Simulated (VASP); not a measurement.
# Sb in VASP: further runs

Sb is run at these levels: PBEsol; tasks: single point.

Everything below comes from runs of VASP 6.6.1. Logs are shortened: lines on timing, memory, paths and dates and some standing lists are left out, and cuts for length are marked.

### Step 1. The cell of the first run

Symmetry: C2/m, No. 12, monoclinic system. Conventional cell: a = 4.278 Å, b = 4.235 Å, c = 3.252 Å, α = 90.00°, β = 130.31°, γ = 90.00°. Sb (site symmetry 2/m) has 12 Sb at 3.01 to 3.30 Å within 4.0 Å.

### Step 2. Single point, PBEsol (equal xy, yz and zx shear strains of +1 %)

Input file INCAR:

```
SYSTEM = Sb
PREC = Accurate ; ENCUT = 520
EDIFF = 1E-7 ; ISMEAR = -1
SIGMA = 0.03 ; LREAL = .False.
LASPH = .True. ; NELM = 100
ALGO = Normal ; ISIF = 2
LWAVE = .False. ; LCHARG = .False.
GGA = PS ; NBANDS = 8
```

Input file KPOINTS:

```
regular mesh
0
Gamma
  13 13 15
  0 0 0
```

Input file POSCAR:

```
Sb
1.0
   -1.4850750000      1.5098750000      2.4800000000
    1.5098750000     -1.4850750000      2.4800000000
    1.5001250000      1.5001250000     -2.4649500000
Sb
1
Direct
    0.0000000000      0.0000000000      0.0000000000
```

Potentials or basis: VASP PAW PBE potentials, release 64 (Sb).

Command:

```bash
> cat potpaw_PBE.64/Sb/POTCAR > POTCAR
> mpirun -np 1 vasp_std > vasp.out
```

OUTCAR:

```text
SYSTEM = Sb
   PREC = Accurate
   ENCUT = 520
   EDIFF = 1E-7
   ISMEAR = -1
   LREAL = .False.
   LASPH = .True.
   NELM = 100
   ISIF = 2
   GGA = PS

 ion  position               nearest neighbor table
   1  0.000  0.000  0.000-

  Warning from LATTYP: Got some problem with cell dimensions!
  Tried to take original basis but could not verify dimensions!
  LATTYP: Found a base centered monoclinic cell.
 ALAT       =     4.2781726257
 B/A-ratio  =     0.9900252466
 C/A-ratio  =     0.7601816367
 COS(beta)  =    -0.6469803571

  Lattice vectors:

 A1 = (  -0.0150500000,  -3.0100000000,  -0.0150500000)
 A2 = (  -3.0100000000,  -0.0150500000,  -0.0150500000)
 A3 = (   1.5001250000,   1.5001250000,  -2.4649500000)

Analysis of symmetry for initial positions (statically):
=====================================================================
 Subroutine PRICEL returns:
 Original cell was already a primitive cell.

 Routine SETGRP: Setting up the symmetry group for a
 base centered monoclinic supercell.

 Subroutine GETGRP returns: Found  4 space group operations
 (whereof  4 operations were pure point group operations)
 out of a pool of  4 trial point group operations.

The static configuration has the point symmetry C_2h.

Analysis of symmetry for dynamics (positions and initial velocities):
=====================================================================
 Subroutine PRICEL returns:
 Original cell was already a primitive cell.

 Routine SETGRP: Setting up the symmetry group for a
 base centered monoclinic supercell.

 Subroutine GETGRP returns: Found  4 space group operations
 (whereof  4 operations were pure point group operations)
 out of a pool of  4 trial point group operations.

The dynamic configuration has the point symmetry C_2h.

 Subroutine INISYM returns: Found  4 space group operations
 (whereof  4 operations are pure point group operations),
 and found     1 'primitive' translations

----------------------------------------------------------------------------------------

                                     Primitive cell

  volume of cell :      22.4674

  direct lattice vectors                    reciprocal lattice vectors
    -1.485075000  1.509875000  2.480000000    -0.002656047  0.331239344  0.199969987
     1.509875000 -1.485075000  2.480000000     0.331239344 -0.002656047  0.199969987
     1.500125000  1.500125000 -2.464950000     0.330589496  0.330589496 -0.003305895
[... 82 lines left out ...]
   EDIFF  = 0.1E-06   stopping-criterion for ELM
   LREAL  =      F    real-space projection
   EDIFFG = 0.1E-05   stopping-criterion for IOM
   NSW    =      0    number of steps for IOM
   IBRION =     -1    ionic relax: 0-MD 1-quasi-New 2-CG
   NFREE  =      0    steps in history (QN), initial steepest desc. (CG)
   ISIF   =      2    stress and relaxation
   ISYM   =      2    0-nonsym 1-usesym 2-fastsym
   POTIM  = 0.5000    time-step for ionic-motion
   TEBEG  =    0.0;   TEEND  =   0.0 temperature during run
   PSTRESS=    0.0 pullay stress
   NELECT =       5.0000    total number of electrons
   NUPDOWN=      -1.0000    fix difference up-down
   EMIN   =  10.00;   EMAX   =-10.00  energy-range for DOS
   EFERMI =   0.00;   METHOD = LEGACY
   ISMEAR =    -1;   SIGMA  =   0.03  broadening in eV -4-tet -1-fermi 0-gaus
   EFERMI_NEDOS =   21; number of points for ismear=-14 and -15
   IALGO  =     38    algorithm
   IMIX   =      4    mixing-type and parameters
     AMIX     =   0.40;   BMIX     =  1.00
     AMIX_MAG =   1.60;   BMIX_MAG =  1.00
  volume/ion in A,a.u.               =      22.47       151.62
  Fermi-wavevector in a.u.,A,eV,Ry     =   0.992082  1.874763 13.391209  0.984226
  Thomas-Fermi vector in A             =   2.123868
   LORBIT       =      0    0 simple, 1 ext, 2 COOP (PROOUT), +10 PAW based schemes
   GGA     = PS    functional components
   LHFCALC =     F    Hartree Fock is set to
   AEXX    =    0.0000 exact exchange contribution
   IVDW    =     0    specifies the selected vdW correction
   LEPSILON=     F    determine dielectric tensor
   LRPA    =     F    only Hartree local field effects (RPA)
 non-spin polarized calculation
  energy-cutoff  :      520.00
  volume of cell :       22.47
 maximum number of plane-waves:       627
   NGX = 13   NGY = 13   NGZ = 11

 number of electron       5.0000000 magnetization

 Free energy of the ion-electron system (eV)
  ---------------------------------------------------
  ext. energy  EPLUGINS =         0.00000000
  ---------------------------------------------------
  free energy    TOTEN  =        -4.15343291 eV

  energy without entropy =       -4.15182013  energy(sigma->0) =       -4.15262652

 E-fermi :  10.9502     XC(G=0): -11.1287

 val. band max:       10.9418108341   @ k =  -0.0769   0.2308   0.3333
 cond. band min:      10.9523338788   @ k =   0.4615   0.2308   0.3333
 fundamental gap:      0.0105230447
 Fermi energy:        10.9502147446

 k-point     1 :       0.0000    0.0000    0.0000
  band No.  band energies     occupation
      1      -3.5837      2.00000
      2      17.3948      0.00000
      3      17.6877      0.00000
      4      17.7779      0.00000
      5      21.0927      0.00000
      6      21.4222      0.00000
      7      22.1313      0.00000
      8      22.1436      0.00000
[... 243 lines left out ...]
 k-point    24 :       0.4615    0.1538   -0.0000
  band No.  band energies     occupation
      1       1.7395      2.00000
      2       4.3804      2.00000
      3      12.6084      0.00000
      4      14.0525      0.00000
      5      17.9916      0.00000
      6      20.2197      0.00000
      7      24.2987      0.00000
      8      25.5869      0.00000

 [... further k-points ...]

------------------------ aborting loop because EDIFF is reached ----------------------------------------

  FORCE on cell =-STRESS in cart. coord.  units (eV):
  Direction    XX          YY          ZZ          XY          YZ          ZX
  --------------------------------------------------------------------------------------
  -------------------------------------------------------------------------------------
  Total        2.2896893      2.2896893      1.9249387      0.1314113      0.0002193      0.0002193
  in kB      163.2807289    163.2807289    137.2698882      9.3711078      0.0156361      0.0156373
  external PRESSURE =     154.6104487 kB  Pullay stress =       0.0000000 kB

 VOLUME and BASIS-vectors are now :
 -----------------------------------------------------------------------------
  energy-cutoff  :      520.00
  volume of cell :       22.47
      direct lattice vectors                 reciprocal lattice vectors
    -1.485075000  1.509875000  2.480000000    -0.002656047  0.331239344  0.199969987
     1.509875000 -1.485075000  2.480000000     0.331239344 -0.002656047  0.199969987
     1.500125000  1.500125000 -2.464950000     0.330589496  0.330589496 -0.003305895

 POSITION                                       TOTAL-FORCE (eV/Angst)
 -----------------------------------------------------------------------------------
      0.00000      0.00000      0.00000        -0.000000      0.000000      0.000000
 -----------------------------------------------------------------------------------
    total drift:                                0.000000      0.000000      0.000000

  FREE ENERGIE OF THE ION-ELECTRON SYSTEM (eV)
  ---------------------------------------------------
  free  energy   TOTEN  =        -4.1534329103 eV

  energy  without entropy=       -4.1518201255  energy(sigma->0) =       -4.15262652
```

OSZICAR:

```text
N       E                     dE             d eps       ncg     rms          rms(c)
DAV:   1     0.505507240252E+01    0.50551E+01   -0.17562E+03 11152   0.420E+02
DAV:   2    -0.407175594735E+01   -0.91268E+01   -0.87522E+01 15280   0.551E+01
DAV:   3    -0.416240005866E+01   -0.90644E-01   -0.89739E-01 13272   0.617E+00
DAV:   4    -0.416263500190E+01   -0.23494E-03   -0.23494E-03 17120   0.370E-01
DAV:   5    -0.416263541044E+01   -0.40853E-06   -0.40878E-06 13912   0.965E-03    0.238E+00
DAV:   6    -0.415688522636E+01    0.57502E-02   -0.90182E-04 14800   0.143E-01    0.141E+00
DAV:   7    -0.415344269321E+01    0.34425E-02   -0.20625E-03 12792   0.216E-01    0.292E-02
DAV:   8    -0.415343332690E+01    0.93663E-05   -0.48833E-05 15792   0.503E-02    0.708E-03
DAV:   9    -0.415343318134E+01    0.14556E-06   -0.74423E-07 15224   0.603E-03    0.339E-03
DAV:  10    -0.415343295841E+01    0.22293E-06   -0.28610E-08 11928   0.980E-04    0.567E-04
DAV:  11    -0.415343291030E+01    0.48104E-07   -0.20848E-09  6888   0.289E-04
   1 F= -.41534329E+01 E0= -.41526265E+01  d E =-.161278E-02
```

stdout:

```text
POSCAR found type information on POSCAR Sb
 POSCAR found :  1 types and       1 ions
 scaLAPACK will be used
 -----------------------------------------------------------------------------
|                                                                             |
|                                                                             |
|     You enforced a specific xc type in the INCAR file but a different       |
|     I HOPE YOU KNOW WHAT YOU ARE DOING!                                     |
|                                                                             |
 -----------------------------------------------------------------------------

 LDA part: xc-table for (Slater+PW92), standard interpolation
 POSCAR, INCAR and KPOINTS ok, starting setup
 FFT: planning ... GRIDC
 FFT: planning ... GRID_SOFT
 FFT: planning ... GRID
 WAVECAR not read
 entering main loop
```

Run time: 25 s. Hardware: 1 thread of Intel Xeon 6975P-C (Granite Rapids), shared host; peak memory 0.24 GiB.

What came out:

```
Free energy            : -4.1534 eV
Pressure               : 15.5 GPa
Band gap on the k mesh : zero (an odd number of electrons rules out a gap without spin polarisation)
```

Stress tensor (GPa, compression positive):
```
16.33  0.94  0.00
 0.94 16.33  0.00
 0.00  0.00 13.73
```

Levels at points of the mesh, in eV from the Fermi level:
| k point | band 1 | band 2 | band 3 | band 4 | band 5 | band 6 | band 7 | band 8 |
| --- | --- | --- | --- | --- | --- | --- | --- | --- |
| (0.00, 0.00, 0.00) | -14.53 | 6.44 | 6.74 | 6.83 | 10.14 | 10.47 | 11.18 | 11.19 |

Caveat: the cell differs from its parent crystal (equal xy, yz and zx shear strains of +1 %); the cell stands under pressure; the PAW data sets were made with another functional, which shifts forces and pressure a little; spin-orbit coupling is left out, which moves the levels of the heavy elements.

### Step 3. Single point, PBEsol (equal xx and yy strain of -2 %)

Input file INCAR:

```
SYSTEM = Sb
ALGO = Normal ; EDIFF = 1E-7
ENCUT = 520 ; GGA = PS
ISIF = 2 ; ISMEAR = -1
ISYM = 0 ; LASPH = .True.
LCHARG = .False. ; LREAL = .False.
LWAVE = .False. ; NBANDS = 8
NELM = 60 ; PREC = Accurate
SIGMA = 0.03
```

Input file KPOINTS:

```
k-points
0
Gamma
  13 13 15
  0 0 0
```

Input file POSCAR:

```
Sb
1.0
   -1.4749000000      1.4749000000      2.4800000000
    1.4749000000     -1.4749000000      2.4800000000
    1.4749000000      1.4749000000     -2.4800000000
Sb
1
Direct
    0.0000000000      0.0000000000      0.0000000000
```

Potentials or basis: VASP PAW PBE potentials, release 64 (Sb).

Command:

```bash
> cat potpaw_PBE.64/Sb/POTCAR > POTCAR
> mpirun -np 1 vasp_std > vasp.out
```

It took 45 s on 1 thread of Intel Xeon 6975P-C (Granite Rapids), shared host; peak memory 0.32 GiB.

The run converged. Its results:

* Free energy: -4.0442 eV
* Pressure: 21.5 GPa
* Band gap on the k mesh: zero (an odd number of electrons rules out a gap without spin polarisation)

Stress tensor (GPa, compression positive):
```
23.17  0.18 -0.54
 0.18 23.17 -0.54
-0.54 -0.54 18.04
```

Levels at points of the mesh, in eV from the Fermi level:
```
           k point  band 1  band 2  band 3  band 4  band 5  band 6
(0.00, 0.00, 0.00)  -14.96    6.68    7.08    7.09   10.27   10.48
```

Caveat: the cell differs from its parent crystal (equal xx and yy strain of -2 %); the cell stands under pressure; the PAW data sets were made with another functional, which shifts forces and pressure a little; spin-orbit coupling is left out, which moves the levels of the heavy elements.

### Step 4. Single point, PBEsol (zz strain of -1 %)

Input file INCAR:

```
PREC = Accurate
ENCUT = 520
EDIFF = 1E-7
ISMEAR = -1
SIGMA = 0.03
LREAL = False
LASPH = True
NELM = 60
ALGO = Normal
ISIF = 2
LWAVE = False
LCHARG = False
GGA = PS
ISYM = 0
NBANDS = 8
```

Input file KPOINTS:

```
regular mesh
0
Gamma
  13 13 15
```

Input file POSCAR:

```
Sb
1.0
   -1.5050000000      1.5050000000      2.4552000000
    1.5050000000     -1.5050000000      2.4552000000
    1.5050000000      1.5050000000     -2.4552000000
Sb
1
Direct
    0.0000000000      0.0000000000      0.0000000000
```

Potentials or basis: VASP PAW PBE potentials, release 64 (Sb).

Command:

```bash
> cat potpaw_PBE.64/Sb/POTCAR > POTCAR
> mpirun -np 1 vasp_std > vasp.out
```

OUTCAR:

```text
PREC = Accurate
   ENCUT = 520
   EDIFF = 1E-7
   ISMEAR = -1
   LREAL = False
   LASPH = True
   NELM = 60
   ISIF = 2
   GGA = PS
   ISYM = 0

 ion  position               nearest neighbor table
   1  0.000  0.000  0.000-

IMPORTANT INFORMATION: All symmetrisations will be switched off!
NOSYMM: (Re-)initialisation of all symmetry stuff for point group C_1.

----------------------------------------------------------------------------------------

                                     Primitive cell

  volume of cell :      22.2444

  direct lattice vectors                    reciprocal lattice vectors
    -1.505000000  1.505000000  2.455200000     0.000000000  0.332225914  0.203649397
     1.505000000 -1.505000000  2.455200000     0.332225914  0.000000000  0.203649397
     1.505000000  1.505000000 -2.455200000     0.332225914  0.332225914  0.000000000

  length of vectors
     3.249316396  3.249316396  3.249316396     0.389675679  0.389675679  0.469838393

  position of ions in fractional coordinates (direct lattice)
     0.000000000  0.000000000  0.000000000

  ion indices of the primitive-cell ions
   primitive index   ion index
                 1           1

----------------------------------------------------------------------------------------

 KPOINTS: regular mesh

Automatic generation of k-mesh.
 Grid dimensions read from file:
 generate k-points for:   13   13   15

 Generating k-lattice:

  Cartesian coordinates                     Fractional coordinates (reciprocal lattice)
     0.000000000  0.025555840  0.015665338     0.076923077  0.000000000 -0.000000000
     0.025555840  0.000000000  0.015665338     0.000000000  0.076923077 -0.000000000
     0.022148394  0.022148394  0.000000000     0.000000000  0.000000000  0.066666667

  Length of vectors
[... 94 lines left out ...]
   IALGO  =     38    algorithm
   IMIX   =      4    mixing-type and parameters
     AMIX     =   0.40;   BMIX     =  1.00
     AMIX_MAG =   1.60;   BMIX_MAG =  1.00
  volume/ion in A,a.u.               =      22.24       150.11
  Fermi-wavevector in a.u.,A,eV,Ry     =   0.995386  1.881007 13.480562  0.990793
  Thomas-Fermi vector in A             =   2.127403
   LORBIT       =      0    0 simple, 1 ext, 2 COOP (PROOUT), +10 PAW based schemes
   GGA     = PS    functional components
   LHFCALC =     F    Hartree Fock is set to
   AEXX    =    0.0000 exact exchange contribution
   IVDW    =     0    specifies the selected vdW correction
   LEPSILON=     F    determine dielectric tensor
   LRPA    =     F    only Hartree local field effects (RPA)
 non-spin polarized calculation
  energy-cutoff  :      520.00
  volume of cell :       22.24
 maximum number of plane-waves:       630
   NGX = 11   NGY = 11   NGZ = 11

 number of electron       5.0000000 magnetization

 Free energy of the ion-electron system (eV)
  ---------------------------------------------------
  ext. energy  EPLUGINS =         0.00000000
  ---------------------------------------------------
  free energy    TOTEN  =        -4.13270499 eV

  energy without entropy =       -4.13096530  energy(sigma->0) =       -4.13183515

 E-fermi :  11.1041     XC(G=0): -11.1751

 val. band max:       11.1032793300   @ k =   0.3846  -0.3846   0.0667
 cond. band min:      11.1135630655   @ k =   0.3846  -0.1538   0.3333
 fundamental gap:      0.0102837355
 Fermi energy:        11.1040966358

 k-point     1 :       0.0000    0.0000    0.0000
  band No.  band energies     occupation
      1      -3.5238      2.00000
      2      17.7564      0.00000
      3      17.9371      0.00000
      4      17.9398      0.00000
      5      21.3273      0.00000
      6      21.5215      0.00000
      7      22.2677      0.00000
      8      22.2694      0.00000
[... 243 lines left out ...]
 k-point    24 :       0.2308    0.1538    0.0000
  band No.  band energies     occupation
      1      -1.2486      2.00000
      2      10.0585      2.00000
      3      12.5067      0.00000
      4      15.1932      0.00000
      5      20.1914      0.00000
      6      21.2514      0.00000
      7      22.8357      0.00000
      8      23.8359      0.00000

 [... further k-points ...]

------------------------ aborting loop because EDIFF is reached ----------------------------------------

  FORCE on cell =-STRESS in cart. coord.  units (eV):
  Direction    XX          YY          ZZ          XY          YZ          ZX
  --------------------------------------------------------------------------------------
  -------------------------------------------------------------------------------------
  Total        2.3943022      2.3943022      2.1324307      0.0141838     -0.0201350     -0.0201350
  in kB      172.4525751    172.4525765    153.5909559      1.0216073     -1.4502472     -1.4502483
  external PRESSURE =     166.1653691 kB  Pullay stress =       0.0000000 kB

 VOLUME and BASIS-vectors are now :
 -----------------------------------------------------------------------------
  energy-cutoff  :      520.00
  volume of cell :       22.24
      direct lattice vectors                 reciprocal lattice vectors
    -1.505000000  1.505000000  2.455200000     0.000000000  0.332225914  0.203649397
     1.505000000 -1.505000000  2.455200000     0.332225914  0.000000000  0.203649397
     1.505000000  1.505000000 -2.455200000     0.332225914  0.332225914  0.000000000

 POSITION                                       TOTAL-FORCE (eV/Angst)
 -----------------------------------------------------------------------------------
      0.00000      0.00000      0.00000        -0.000000     -0.000000     -0.000000
 -----------------------------------------------------------------------------------
    total drift:                               -0.000000     -0.000000     -0.000000

  FREE ENERGIE OF THE ION-ELECTRON SYSTEM (eV)
  ---------------------------------------------------
  free  energy   TOTEN  =        -4.1327049921 eV

  energy  without entropy=       -4.1309653028  energy(sigma->0) =       -4.13183515
```

stdout:

```text
POSCAR found type information on POSCAR Sb
 POSCAR found :  1 types and       1 ions
 scaLAPACK will be used
 -----------------------------------------------------------------------------
|                                                                             |
|                                                                             |
[... 21 lines left out ...]
|     Results are often still useful ...                                      |
|                                                                             |
 -----------------------------------------------------------------------------

 POSCAR, INCAR and KPOINTS ok, starting setup
 FFT: planning ... GRIDC
 FFT: planning ... GRID_SOFT
 FFT: planning ... GRID
 WAVECAR not read
 entering main loop
```

Wall time 47 s (1 thread of Intel Xeon 6975P-C (Granite Rapids), shared host); peak memory 0.33 GiB.

Results:

- Free energy: -4.1327 eV
- Pressure: 16.6 GPa
- Band gap on the k mesh: zero (an odd number of electrons rules out a gap without spin polarisation)

Caveat: the cell differs from its parent crystal (zz strain of -1 %); the cell stands under pressure; the PAW data sets were made with another functional, which shifts forces and pressure a little; spin-orbit coupling is left out, which moves the levels of the heavy elements.

### Step 5. Summary

```tsv
cell	gap on the mesh (eV)	pressure (GPa)
a = 3.261, b = 3.261, c = 3.252 Å, angles 125.0, 125.0, 81.0°, 1 atom	none	15.5
a = 3.241 Å, angles 125.9, 125.9, 80.1°, 1 atom	none	21.5
a = 3.249 Å, angles 124.8, 124.8, 81.8°, 1 atom	none	16.6
```

Alike in all rows: task single point; level PBEsol; potentials or basis VASP PAW PBE potentials, release 64 (Sb); no spin polarisation; k mesh 13 × 13 × 15; cutoff (eV) 520; smearing fermi-dirac 0.03 eV.

Caveats: the cell stands under pressure; the PAW data sets were made with another functional, which shifts forces and pressure a little; spin-orbit coupling is left out, which moves the levels of the heavy elements.

Absolute energies hang on the potentials; compare differences alone.
